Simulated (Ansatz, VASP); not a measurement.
Two plane-wave programs on Ir

```xyz
1
Lattice="0.0000 1.9352 1.9352 1.9352 0.0000 1.9352 1.9352 1.9352 0.0000" Properties=species:S:1:pos:R:3 pbc="T T T"
Ir    0.0000    0.0000    0.0000
```

Alike in both runs: functional PBE; k mesh 17 × 17 × 17; occupations fermi-dirac, width 0.05 eV; no spin polarisation.

Ansatz relaxed the structure, and its values are those at the end. VASP's run is a single point on that final structure, the one shown.

|  | VASP | Ansatz |
| --- | --- | --- |
| version | VASP 6.6.1 | Ansatz 0.2.0 |
| potentials or method | VASP PAW PBE potentials, release 64 (Ir), cutoff 520 eV | plane-wave PAW DFT |
| valence electrons in the cell | 9 | 17 |

```csv
,VASP,Ansatz,Ansatz less VASP
pressure (GPa),0.5,0.0,-0.58
```

The functional is the same, so the differences come from potentials, cutoffs and numerics. VASP's potentials hold 9 valence electrons a cell and Ansatz's 17, so a difference there can come from the potentials and not from the codes.

Neither program's run includes spin-orbit coupling.
